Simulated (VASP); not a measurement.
# ZnS (F-43m) in VASP: density of states with PBE

Aim: the density of states of ZnS with PBE.

Everything below comes from runs of VASP 6.6.1. Logs are shortened: lines on timing, memory, paths and dates and some standing lists are left out, and cuts for length are marked.

### Step 1. The cell of the first run

It takes space group F-43m (No. 216, cubic). The conventional cell has a = 5.404 Å, b = 5.404 Å, c = 5.404 Å, α = 90.00°, β = 90.00°, γ = 90.00°. Zn (site symmetry -43m) has 4 S at 2.34 Å within 3.1 Å. Within 3.1 Å of S (site symmetry -43m) lie 4 Zn at 2.34 Å.

### Step 2. Density of states, PBE

Contents of POSCAR:

```
ZnS
1.0
    0.0000000000      2.7020000000      2.7020000000
    2.7020000000      0.0000000000      2.7020000000
    2.7020000000      2.7020000000      0.0000000000
Zn S
1 1
Direct
    0.2500000000      0.2500000000      0.2500000000
    0.0000000000      0.0000000000      0.0000000000
```

Contents of INCAR.step1:

```
ALGO = Normal
EDIFF = 1E-6
ENCUT = 400
GGA = PE
GGA_COMPAT = F
ISIF = 2
ISMEAR = 0
LASPH = T
LCHARG = T
LORBIT = 11
LREAL = F
LWAVE = F
NBANDS = 16
NEDOS = 2001
NELM = 120
PREC = Accurate
SIGMA = 0.01
```

Contents of KPOINTS.step1:

```
k-points
0
Gamma
  6 6 6
```

Contents of INCAR.step2:

```
ALGO = Normal
EDIFF = 1E-6
ENCUT = 400
GGA = PE
GGA_COMPAT = F
ICHARG = 11
ISIF = 2
ISMEAR = -5
LASPH = T
LCHARG = F
LORBIT = 11
LREAL = F
LWAVE = F
NEDOS = 2001
NELM = 120
PREC = Accurate
SIGMA = 0.01
```

Contents of KPOINTS.step2:

```
k-points
0
Gamma
  9 9 9
```

Potentials or basis: VASP PAW PBE potentials, release 64 (Zn, S).

Command:

```
$ cat potpaw_PBE.64/Zn/POTCAR potpaw_PBE.64/S/POTCAR > POTCAR
$ cp INCAR.step1 INCAR
$ cp KPOINTS.step1 KPOINTS
$ mpirun -np 1 vasp_std > vasp.out
$ cp INCAR.step2 INCAR
$ cp KPOINTS.step2 KPOINTS
$ mpirun -np 1 vasp_std > vasp.out
```

OUTCAR:

```text
EDIFF = 1E-6
   ENCUT = 400
   GGA = PE
   ICHARG = 11
   ISIF = 2
   ISMEAR = -5
   LASPH = T
   LORBIT = 11
   LREAL = F
   NELM = 120
   PREC = Accurate

 ion  position               nearest neighbor table
   1  0.250  0.250  0.250-   2 2.34   2 2.34   2 2.34   2 2.34
   2  0.000  0.000  0.000-   1 2.34   1 2.34   1 2.34   1 2.34

  LATTYP: Found a face centered cubic cell.
 ALAT       =     5.4040000000

  Lattice vectors:

 A1 = (   0.0000000000,   2.7020000000,   2.7020000000)
 A2 = (   2.7020000000,   0.0000000000,   2.7020000000)
 A3 = (   2.7020000000,   2.7020000000,   0.0000000000)

Analysis of symmetry for initial positions (statically):
=====================================================================
 Subroutine PRICEL returns:
 Original cell was already a primitive cell.

 Routine SETGRP: Setting up the symmetry group for a
 face centered cubic supercell.

 Subroutine GETGRP returns: Found 24 space group operations
 (whereof 24 operations were pure point group operations)
 out of a pool of 48 trial point group operations.

The static configuration has the point symmetry T_d .

Analysis of symmetry for dynamics (positions and initial velocities):
=====================================================================
 Subroutine PRICEL returns:
 Original cell was already a primitive cell.

 Routine SETGRP: Setting up the symmetry group for a
 face centered cubic supercell.

 Subroutine GETGRP returns: Found 24 space group operations
 (whereof 24 operations were pure point group operations)
 out of a pool of 48 trial point group operations.

The dynamic configuration has the point symmetry T_d .

 Subroutine INISYM returns: Found 24 space group operations
 (whereof 24 operations are pure point group operations),
 and found     1 'primitive' translations

----------------------------------------------------------------------------------------

                                     Primitive cell

  volume of cell :      39.4535

  direct lattice vectors                    reciprocal lattice vectors
     0.000000000  2.702000000  2.702000000    -0.185048113  0.185048113  0.185048113
     2.702000000  0.000000000  2.702000000     0.185048113 -0.185048113  0.185048113
     2.702000000  2.702000000  0.000000000     0.185048113  0.185048113 -0.185048113

  length of vectors
[... 98 lines left out ...]
   EFERMI =   0.00;   METHOD = LEGACY
   ISMEAR =    -5;   SIGMA  =   0.01  broadening in eV -4-tet -1-fermi 0-gaus
   EFERMI_NEDOS =   21; number of points for ismear=-14 and -15
   IALGO  =     38    algorithm
   IMIX   =      4    mixing-type and parameters
     AMIX     =   0.40;   BMIX     =  1.00
     AMIX_MAG =   1.60;   BMIX_MAG =  1.00
  volume/ion in A,a.u.               =      19.73       133.12
  Fermi-wavevector in a.u.,A,eV,Ry     =   1.260290  2.381602 21.610537  1.588330
  Thomas-Fermi vector in A             =   2.393807
   LORBIT       =     11    0 simple, 1 ext, 2 COOP (PROOUT), +10 PAW based schemes
   GGA     = PE    functional components
   LHFCALC =     F    Hartree Fock is set to
   AEXX    =    0.0000 exact exchange contribution
   IVDW    =     0    specifies the selected vdW correction
   LEPSILON=     F    determine dielectric tensor
   LRPA    =     F    only Hartree local field effects (RPA)
 non-spin polarized calculation
 Fermi weights with tetrahedron method with Bloechl corrections
  energy-cutoff  :      400.00
  volume of cell :       39.45
 maximum number of plane-waves:       725
 NGX is ok and might be reduce to    28

 number of electron      18.0000000 magnetization

 Free energy of the ion-electron system (eV)
  ---------------------------------------------------
  ext. energy  EPLUGINS =         0.00000000
  ---------------------------------------------------
  free energy    TOTEN  =        -6.84558924 eV

  energy without entropy =       -6.84558924  energy(sigma->0) =       -6.84558924

 E-fermi :   2.1120     XC(G=0):  -9.6292

 val. band max:        2.1098079313   @ k =   0.0000   0.0000   0.0000
 cond. band min:       4.2219599740   @ k =   0.0000   0.0000   0.0000
 fundamental gap:      2.1121520428
 Fermi energy:         2.1119649829

 k-point     1 :       0.0000    0.0000    0.0000
  band No.  band energies     occupation
      1     -11.0312      2.00000
      2      -4.2289      2.00000
      3      -4.2289      2.00000
      4      -4.2289      2.00000
      5      -3.7291      2.00000
      6      -3.7291      2.00000
      7       2.1098      2.00000
      8       2.1098      2.00000
      9       2.1098      2.00000
     10       4.2220      0.00000
     11       8.5038      0.00000
     12       8.5038      0.00000
     13       8.5038      0.00000
[... 354 lines left out ...]
  band No.  band energies     occupation
      1      -9.8364      2.00000
      2      -4.2582      2.00000
      3      -3.8997      2.00000
      4      -3.8997      2.00000
      5      -3.6559      2.00000
      6      -3.5740      2.00000
      7      -2.2867      2.00000
      8      -0.0540      2.00000
      9      -0.0540      2.00000
     10       5.5758      0.00000
     11       6.2383      0.00000
     12      12.8324      0.00000
     13      13.6531      0.00000

 [... further k-points ...]

------------------------ aborting loop because EDIFF is reached ----------------------------------------

  FORCE on cell =-STRESS in cart. coord.  units (eV):
  Direction    XX          YY          ZZ          XY          YZ          ZX
  --------------------------------------------------------------------------------------
  -------------------------------------------------------------------------------------
  Total        0.3730305      0.3730305      0.3730305     -0.0000000     -0.0000000     -0.0000000
  in kB       15.1484730     15.1484730     15.1484730     -0.0000000     -0.0000000     -0.0000000
  external PRESSURE =      15.1484730 kB  Pullay stress =       0.0000000 kB

 VOLUME and BASIS-vectors are now :
 -----------------------------------------------------------------------------
  energy-cutoff  :      400.00
  volume of cell :       39.45
      direct lattice vectors                 reciprocal lattice vectors
     0.000000000  2.702000000  2.702000000    -0.185048113  0.185048113  0.185048113
     2.702000000  0.000000000  2.702000000     0.185048113 -0.185048113  0.185048113
     2.702000000  2.702000000  0.000000000     0.185048113  0.185048113 -0.185048113

 POSITION                                       TOTAL-FORCE (eV/Angst)
 -----------------------------------------------------------------------------------
      1.35100      1.35100      1.35100        -0.000000     -0.000000     -0.000000
      0.00000      0.00000      0.00000         0.000000      0.000000      0.000000
 -----------------------------------------------------------------------------------
    total drift:                               -0.000000     -0.000000     -0.000000

  FREE ENERGIE OF THE ION-ELECTRON SYSTEM (eV)
  ---------------------------------------------------
  free  energy   TOTEN  =        -6.8455892438 eV

  energy  without entropy=       -6.8455892438  energy(sigma->0) =       -6.84558924

 total charge

# of ion       s       p       d       tot
------------------------------------------
    1        0.520   0.476   9.799  10.795
    2        1.315   2.435   0.000   3.750
--------------------------------------------------
tot          1.835   2.912   9.799  14.545
```

OUTCAR.step1:

```text
EDIFF = 1E-6
   ENCUT = 400
   GGA = PE
   ISIF = 2
   ISMEAR = 0
   LASPH = T
   LORBIT = 11
[... 518 lines left out ...]
    total drift:                               -0.000001     -0.000001     -0.000001

  FREE ENERGIE OF THE ION-ELECTRON SYSTEM (eV)
  ---------------------------------------------------
  free  energy   TOTEN  =        -6.8426914081 eV

  energy  without entropy=       -6.8426914081  energy(sigma->0) =       -6.84269141

 total charge

# of ion       s       p       d       tot
------------------------------------------
    1        0.519   0.476   9.799  10.795
    2        1.315   2.437   0.000   3.751
--------------------------------------------------
tot          1.834   2.913   9.799  14.546
```

OSZICAR.step1:

```text
N       E                     dE             d eps       ncg     rms          rms(c)
DAV:   1     0.754610302222E+02    0.75461E+02   -0.73449E+03   512   0.114E+03
DAV:   2    -0.265122805854E+01   -0.78112E+02   -0.74341E+02   584   0.226E+02
DAV:   3    -0.722777793775E+01   -0.45765E+01   -0.45566E+01   656   0.553E+01
DAV:   4    -0.727085859080E+01   -0.43081E-01   -0.43071E-01   576   0.559E+00
DAV:   5    -0.727131347883E+01   -0.45489E-03   -0.45487E-03   688   0.553E-01    0.686E+00
DAV:   6    -0.686365398747E+01    0.40766E+00   -0.73607E-01   768   0.297E+01    0.535E+00
DAV:   7    -0.684299061316E+01    0.20663E-01   -0.24875E-01   544   0.446E+00    0.274E+00
DAV:   8    -0.684228441591E+01    0.70620E-03   -0.51360E-03   680   0.869E-01    0.721E-01
DAV:   9    -0.684252757622E+01   -0.24316E-03   -0.12963E-03   584   0.285E-01    0.973E-02
DAV:  10    -0.684270147122E+01   -0.17390E-03   -0.24730E-04   616   0.134E-01    0.489E-02
DAV:  11    -0.684269090880E+01    0.10562E-04   -0.35366E-05   624   0.737E-02    0.878E-03
DAV:  12    -0.684269140811E+01   -0.49931E-06   -0.37894E-06   624   0.187E-02
   1 F= -.68426914E+01 E0= -.68426914E+01  d E =-.180733E-14
```

It took 17 s on 1 thread of AMD EPYC 7R43 (Zen 3), shared host; peak memory 0.12 GiB.

What came out:

| Item | Value |
| --- | --- |
| Valence electrons inside the program's atomic spheres | Zn 10.79; S 3.75 |

Levels at points of the mesh, in eV from the valence-band top:
```tsv
k point	band 7	band 8	band 9	band 10	band 11	band 12
(0.00, 0.00, 0.00)	0.00	0.00	0.00	2.11	6.39	6.39
```
